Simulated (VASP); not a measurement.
# Ca2Ge3N (P6/mmm) in VASP: relaxation of cell and atoms with PBE

Aim: the relaxation of cell and atoms of Ca2Ge3N with PBE.

All numbers are computed with VASP 6.6.1; they aren't measurements. Logs are shortened: lines on timing, memory, paths and dates and some standing lists are left out, and cuts for length are marked.

**1. The cell of the first run**

It takes space group P6/mmm (No. 191, hexagonal). The conventional cell has a = 4.044 Å, b = 4.044 Å, c = 8.763 Å, α = 90.00°, β = 90.00°, γ = 120.00°. Within 3.1 Å of Ca (site symmetry -6m2) lie 3 Ca at 2.33 Å and 9 Ge at 2.33 to 2.89 Å. Ge (site symmetry 6mm) has 1 Ge at 1.71 Å within 2.3 Å. Ge (site symmetry 6/mmm) has 2 Ge at 1.71 Å and 6 Ca at 2.33 Å within 2.4 Å. Within 3.5 Å of N (site symmetry 6/mmm) lie 2 Ge at 2.67 Å.

The cell was generated, and may not be a known phase.

**2. Relaxation of cell and atoms, PBE**

Contents of INCAR:

```
PREC     = Accurate       # precision mode
ENCUT    = 1330           # plane-wave cutoff, eV
EDIFF    = 1E-7           # SCF threshold, eV
ISMEAR   = 0              # smearing method
SIGMA    = 0.1            # smearing width, eV
LREAL    = False          # projectors in reciprocal space
LASPH    = True           # aspherical terms in the spheres
NELM     = 120            # most SCF steps
ALGO     = Normal         # electronic algorithm
ISIF     = 3              # what is computed and relaxed
LWAVE    = False          # write WAVECAR
LCHARG   = False          # write CHGCAR
GGA      = PE             # functional
IBRION   = 2              # ionic algorithm
NSW      = 90             # ionic steps
EDIFFG   = -0.04          # ionic threshold
GGA_COMPAT= False        
NELMIN   = 4
```

Contents of KPOINTS:

```
Automatic mesh
0
Gamma
  6 6 2
```

Contents of POSCAR:

```
Ca2Ge3N
1.0
    4.0437377600      0.0000000000      0.0000000000
   -2.0218688800      3.5019796300      0.0000000000
    0.0000000000      0.0000000000      8.7632912400
Ca Ge N
2 3 1
Direct
    0.3333333300      0.6666666700      0.5000000000
    0.6666666700      0.3333333300      0.5000000000
    0.0000000000      0.0000000000      0.3052262900
    0.0000000000      0.0000000000      0.6947737100
    0.0000000000      0.0000000000      0.5000000000
    0.0000000000      0.0000000000      0.0000000000
```

Potentials or basis: VASP PAW PBE potentials, release 64 (Ca_sv, Ge_d, N_h).

On the command line:

```sh
$ cat potpaw_PBE.64/Ca_sv/POTCAR potpaw_PBE.64/Ge_d/POTCAR potpaw_PBE.64/N_h/POTCAR > POTCAR
$ mpirun -np 1 vasp_std > vasp.out
```

OUTCAR:

```text
PREC = Accurate
   ENCUT = 1330
   EDIFF = 1E-7
   ISMEAR = 0
   LREAL = False
   LASPH = True
   NELM = 120
   ISIF = 3
   GGA = PE
   IBRION = 2
   NSW = 90
   EDIFFG = -0.04
   NELMIN = 4

 ion  position               nearest neighbor table
   1  0.333  0.667  0.500-   5 2.33   2 2.33   2 2.33   5 2.33   5 2.33   2 2.33   4 2.89   3 2.89
                             3 2.89   4 2.89   3 2.89   4 2.89
   2  0.667  0.333  0.500-   1 2.33   5 2.33   1 2.33   5 2.33   5 2.33   1 2.33   4 2.89   3 2.89
                             4 2.89   3 2.89   4 2.89   3 2.89
   3  0.000  0.000  0.305-   5 1.71   2 2.89   1 2.89   2 2.89   1 2.89   2 2.89   1 2.89
   4  0.000  0.000  0.695-   5 1.71   2 2.89   1 2.89   2 2.89   1 2.89   2 2.89   1 2.89
   5  0.000  0.000  0.500-   3 1.71   4 1.71   1 2.33   2 2.33   2 2.33   1 2.33   2 2.33   1 2.33

   6  0.000  0.000  0.000-

  LATTYP: Found a hexagonal cell.
 ALAT       =     4.0437377600
 C/A-ratio  =     2.1671264954

  Lattice vectors:

 A1 = (   4.0437377600,   0.0000000000,   0.0000000000)
 A2 = (  -2.0218688800,   3.5019796300,   0.0000000000)
 A3 = (   0.0000000000,   0.0000000000,   8.7632912400)

Analysis of symmetry for initial positions (statically):
=====================================================================
 Subroutine PRICEL returns:
 Original cell was already a primitive cell.

 Routine SETGRP: Setting up the symmetry group for a
 hexagonal supercell.

 Subroutine GETGRP returns: Found 24 space group operations
 (whereof 24 operations were pure point group operations)
 out of a pool of 24 trial point group operations.

The static configuration has the point symmetry D_6h.

Analysis of symmetry for dynamics (positions and initial velocities):
=====================================================================
 Subroutine PRICEL returns:
 Original cell was already a primitive cell.

 Routine SETGRP: Setting up the symmetry group for a
 hexagonal supercell.

 Subroutine GETGRP returns: Found 24 space group operations
 (whereof 24 operations were pure point group operations)
 out of a pool of 24 trial point group operations.

The dynamic configuration has the point symmetry D_6h.

 Subroutine INISYM returns: Found 24 space group operations
 (whereof 24 operations are pure point group operations),
 and found     1 'primitive' translations

----------------------------------------------------------------------------------------

                                     Primitive cell

  volume of cell :     124.0977

  direct lattice vectors                    reciprocal lattice vectors
     4.043737760  0.000000000  0.000000000     0.247295957  0.142776387  0.000000000
    -2.021868880  3.501979630  0.000000000     0.000000000  0.285552775  0.000000000
     0.000000000  0.000000000  8.763291240     0.000000000  0.000000000  0.114112378

  length of vectors
     4.043737760  4.043737763  8.763291240     0.285552775  0.285552775  0.114112378

  position of ions in fractional coordinates (direct lattice)
     0.333333330  0.666666670  0.500000000
     0.666666670  0.333333330  0.500000000
     0.000000000  0.000000000  0.305226290
     0.000000000  0.000000000  0.694773710
     0.000000000  0.000000000  0.500000000
     0.000000000  0.000000000  0.000000000

  ion indices of the primitive-cell ions
   primitive index   ion index
                 1           1
                 2           2
                 3           3
                 4           4
                 5           5
                 6           6

----------------------------------------------------------------------------------------

 KPOINTS: Automatic mesh

Automatic generation of k-mesh.
 Grid dimensions read from file:
 generate k-points for:    6    6    2

 Generating k-lattice:

  Cartesian coordinates                     Fractional coordinates (reciprocal lattice)
     0.041215993  0.023796065  0.000000000     0.166666667 -0.000000000  0.000000000
     0.000000000  0.047592129  0.000000000     0.000000000  0.166666667  0.000000000
     0.000000000  0.000000000  0.057056189     0.000000000  0.000000000  0.500000000

  Length of vectors
     0.047592129  0.047592129  0.057056189

  Shift w.r.t. Gamma in fractional coordinates (k-lattice)
     0.000000000  0.000000000  0.000000000

 Subroutine IBZKPT returns following result:
 ===========================================

 Found     14 irreducible k-points:

 Following reciprocal coordinates:
            Coordinates               Weight
  0.000000  0.000000  0.000000      1.000000
  0.166667  0.000000  0.000000      6.000000
  0.333333 -0.000000  0.000000      6.000000
  0.500000  0.000000  0.000000      3.000000
  0.166667  0.166667  0.000000      6.000000
  0.333333  0.166667  0.000000     12.000000
  0.333333  0.333333  0.000000      2.000000
  0.000000  0.000000  0.500000      1.000000
  0.166667  0.000000  0.500000      6.000000
  0.333333 -0.000000  0.500000      6.000000
  0.500000  0.000000  0.500000      3.000000
  0.166667  0.166667  0.500000      6.000000
  0.333333  0.166667  0.500000     12.000000
  0.333333  0.333333  0.500000      2.000000
   k-points           NKPTS =     14   k-points in BZ     NKDIM =     14   number of bands    NBANDS=     40
   number of dos      NEDOS =    301   number of ions     NIONS =      6
   total plane-waves  NPLWV = 248832
   dimension x,y,z NGX =    48 NGY =   48 NGZ =  108
   dimension x,y,z NGXF=    96 NGYF=   96 NGZF=  216
   ions per type =               2   3   1
   NGX,Y,Z   is equivalent  to a cutoff of  19.73, 19.73, 20.49 a.u.
   NGXF,Y,Z  is equivalent  to a cutoff of  39.47, 39.47, 40.98 a.u.
 SYSTEM =  unknown system
   PREC   = accura    normal or accurate (medium, high low for compatibility)
   ISTART =      0    job   : 0-new  1-cont  2-samecut
   ICHARG =      2    charge: 1-file 2-atom 10-const
   ISPIN  =      1    spin polarized calculation?
   LNONCOLLINEAR =      F non collinear calculations
   LSORBIT =      F    spin-orbit coupling
   LASPH  =      T    aspherical Exc in radial PAW
   ENCUT  = 1330.0 eV  97.75 Ry    9.89 a.u.  12.02 12.02 26.06*2*pi/ulx,y,z
   NELM   =    120;   NELMIN=  4; NELMDL= -5     # of ELM steps
   EDIFF  = 0.1E-06   stopping-criterion for ELM
   LREAL  =      F    real-space projection
   EDIFFG = -.4E-01   stopping-criterion for IOM
   NSW    =     90    number of steps for IOM
   IBRION =      2    ionic relax: 0-MD 1-quasi-New 2-CG
   NFREE  =      1    steps in history (QN), initial steepest desc. (CG)
   ISIF   =      3    stress and relaxation
   ISYM   =      2    0-nonsym 1-usesym 2-fastsym
   POTIM  = 0.5000    time-step for ionic-motion
   TEBEG  =    0.0;   TEEND  =   0.0 temperature during run
   PSTRESS=    0.0 pullay stress
   NELECT =      67.0000    total number of electrons
   NUPDOWN=      -1.0000    fix difference up-down
   EMIN   =  10.00;   EMAX   =-10.00  energy-range for DOS
   EFERMI =   0.00;   METHOD = LEGACY
   ISMEAR =     0;   SIGMA  =   0.10  broadening in eV -4-tet -1-fermi 0-gaus
   EFERMI_NEDOS =   21; number of points for ismear=-14 and -15
   IALGO  =     38    algorithm
   IMIX   =      4    mixing-type and parameters
     AMIX     =   0.40;   BMIX     =  1.00
     AMIX_MAG =   1.60;   BMIX_MAG =  1.00
  volume/ion in A,a.u.               =      20.68       139.58
  Fermi-wavevector in a.u.,A,eV,Ry     =   1.333046  2.519092 24.177713  1.777012
  Thomas-Fermi vector in A             =   2.461934
   LORBIT       =      0    0 simple, 1 ext, 2 COOP (PROOUT), +10 PAW based schemes
   GGA     = PE    functional components
   LHFCALC =     F    Hartree Fock is set to
   AEXX    =    0.0000 exact exchange contribution
   IVDW    =     0    specifies the selected vdW correction
   LEPSILON=     F    determine dielectric tensor
   LRPA    =     F    only Hartree local field effects (RPA)
 conjugate gradient relaxation of ions
 non-spin polarized calculation
 Gauss-broadening in eV      SIGMA  =   0.10
  energy-cutoff  :     1330.00
  volume of cell :      124.10
 maximum number of plane-waves:     13734
   NGX = 25   NGY = 25   NGZ = 53

--------------------------------------- Ionic step        1  -------------------------------------------

 number of electron      67.0000006 magnetization

 Free energy of the ion-electron system (eV)
  ---------------------------------------------------
  ext. energy  EPLUGINS =         0.00000000
  ---------------------------------------------------
  free energy    TOTEN  =         3.68705061 eV

  energy without entropy =        3.74656370  energy(sigma->0) =        3.71680716

 E-fermi :   3.1321     XC(G=0):  -9.2143

 val. band max:        3.1129655420   @ k =   0.3333   0.3333   0.5000
 cond. band min:       3.1328248144   @ k =   0.3333   0.1667   0.5000
 fundamental gap:      0.0198592724
 Fermi energy:         3.1320843752

 k-point     1 :       0.0000    0.0000    0.0000
  band No.  band energies     occupation
      1     -38.4099      2.00000
      2     -36.6182      2.00000
      3     -25.0580      2.00000
      4     -23.9169      2.00000
      5     -23.9169      2.00000
      6     -23.5294      2.00000
[... 704 lines left out ...]
  FREE ENERGIE OF THE ION-ELECTRON SYSTEM (eV)
  ---------------------------------------------------
  free  energy   TOTEN  =       -19.1200437817 eV

  energy  without entropy=      -19.0970956516  energy(sigma->0) =      -19.10856972

 E-fermi :  -0.1539     XC(G=0):  -6.5049

 val. band max:       -0.1754269385   @ k =   0.3333  -0.0000   0.0000
 cond. band min:      -0.1330667621   @ k =   0.3333  -0.0000   0.5000
 fundamental gap:      0.0423601765
 Fermi energy:        -0.1538741654

 k-point     1 :       0.0000    0.0000    0.0000
  band No.  band energies     occupation
      1     -41.6252      2.00000
      2     -41.3366      2.00000
      3     -25.3138      2.00000
      4     -25.3138      2.00000
      5     -25.3138      2.00000
      6     -25.3138      2.00000
[... 591 lines left out ...]
     39       1.7507      0.00000
     40       1.7507      0.00000

[... ionic steps 4 to 12 ...]

--------------------------------------- Ionic step       13  -------------------------------------------

 number of electron      66.9999990 magnetization

------------------------ aborting loop because EDIFF is reached ----------------------------------------

  FORCE on cell =-STRESS in cart. coord.  units (eV):
  Direction    XX          YY          ZZ          XY          YZ          ZX
  --------------------------------------------------------------------------------------
  -------------------------------------------------------------------------------------
  Total       -0.0394433     -0.0394433      0.3286938      0.0000000      0.0000000      0.0000000
  in kB       -0.2335013     -0.2335013      1.9458419      0.0000000      0.0000000      0.0000000
  external PRESSURE =       0.4929464 kB  Pullay stress =       0.0000000 kB
[... 65 lines left out ...]
  energy  without entropy=      -21.7976217521  energy(sigma->0) =      -21.80946263

--------------------------------------- Ionic step       15  -------------------------------------------

 number of electron      66.9999989 magnetization

 Free energy of the ion-electron system (eV)
  ---------------------------------------------------
  ext. energy  EPLUGINS =         0.00000000
  ---------------------------------------------------
  free energy    TOTEN  =       -21.82254172 eV

  energy without entropy =      -21.79946322  energy(sigma->0) =      -21.81100247

 E-fermi :   0.3217     XC(G=0):  -6.4152

 val. band max:        0.2771723301   @ k =   0.3333  -0.0000   0.0000
 cond. band min:       0.3504523178   @ k =   0.3333  -0.0000   0.5000
 fundamental gap:      0.0732799877
 Fermi energy:         0.3216848200

 k-point     1 :       0.0000    0.0000    0.0000
  band No.  band energies     occupation
      1     -41.5772      2.00000
      2     -41.4397      2.00000
      3     -24.6603      2.00000
      4     -24.6603      2.00000
      5     -24.6600      2.00000
      6     -24.6600      2.00000
[... 624 lines left out ...]
  FREE ENERGIE OF THE ION-ELECTRON SYSTEM (eV)
  ---------------------------------------------------
  free  energy   TOTEN  =       -21.8225417234 eV

  energy  without entropy=      -21.7994632155  energy(sigma->0) =      -21.81100247

 reached required accuracy - stopping structural energy minimisation
```

Run time: 45 min. Hardware: 1 thread of Intel Xeon 6975P-C (Granite Rapids), shared host; peak memory 0.78 GiB.

What came out:

| Quantity | Value |
| --- | --- |
| Free energy | -21.8225 eV |
| Relaxed volume | 45.60 Å³/atom |
| Relaxed cell | a = 5.282 Å, b = 5.282 Å, c = 11.324 Å, α = 90.00°, β = 90.00°, γ = 120.00° |
| Space group after relaxing (to 0.1 Å) | P6/mmm (No. 191) |
| Energy gained by relaxing | 4251.6 meV/atom |
| Ionic steps | 15 |
| Pressure after relaxing | 0.0 GPa |
| Largest force after relaxing | 0.024 eV/Å |
| Band gap on the k mesh | zero (an odd number of electrons rules out a gap without spin polarisation) |

Forces on the atoms (eV/Å):
```
Ca   0.000  0.000  0.000
Ca   0.000  0.000  0.000
Ge   0.000  0.000 -0.024
Ge   0.000  0.000  0.024
Ge   0.000  0.000  0.000
N    0.000  0.000  0.000
```

Stress tensor (GPa, compression positive):
```
-0.11  0.00  0.00
 0.00 -0.11  0.00
 0.00  0.00  0.11
```

Step by step:
```tsv
step	energy change (eV)	largest force (eV/Å)	pressure (GPa)	volume (Å³)
1	0.0000	30.5642	76.63	124.10
2	-22.8654	4.3746	-3.78	390.58
3	-22.8071	4.4069	-3.74	380.13
4	-22.7489	4.4216	-3.68	370.88
5	-21.8898	4.1640	-1.68	271.03
6	-25.4682	0.8041	1.11	260.49
7	-25.4865	0.0493	0.58	261.27
8	-25.4861	0.2244	0.75	261.01
9	-25.5060	0.0251	0.18	267.87
10	-25.5074	0.1111	0.00	270.33
11	-25.5074	0.1044	0.01	270.14
12	-25.5078	0.0234	0.07	270.77
13	-25.5078	0.0036	0.05	270.64
14	-25.5084	0.0094	0.04	271.37
15	-25.5096	0.0236	-0.04	273.58
```

Final structure:
```
Ca Ge N
1.0
     5.28169    0.00000    0.00000
    -2.64085    4.57408    0.00000
     0.00000    0.00000   11.32404
Ca Ge N
2 3 1
Direct
  0.33333 0.66667 0.50000
  0.66667 0.33333 0.50000
  0.00000 0.00000 0.15503
  0.00000 0.00000 0.84497
  0.00000 0.00000 0.50000
  0.00000 0.00000 0.00000
```

Levels at points of the mesh, in eV from the Fermi level:
```
           k point  band 29  band 30  band 31  band 32  band 33  band 34  band 35  band 36  band 37  band 38
(0.00, 0.00, 0.00)    -3.07    -3.07    -1.23    -1.23    -0.07     0.65     0.88     0.88     1.80     1.80
(0.50, 0.00, 0.00)    -3.13    -3.11    -2.38    -0.74    -0.37    -0.17     0.49     0.51     0.96     1.48
(0.00, 0.00, 0.50)    -3.07    -3.07    -1.24    -1.24    -0.51     0.82     0.94     0.94     1.80     1.80
(0.50, 0.00, 0.50)    -3.13    -2.90    -2.42    -0.76    -0.47    -0.16     0.50     0.64     0.71     1.12
```

Caveat: the volume moved by over 15 % at a fixed basis, so the end points are rough; an odd number of electrons without spin polarisation forces a metal; a magnetic or distorted state may lie lower.

The gap in the log of VASP goes by the Fermi energy; the results here count the filled bands.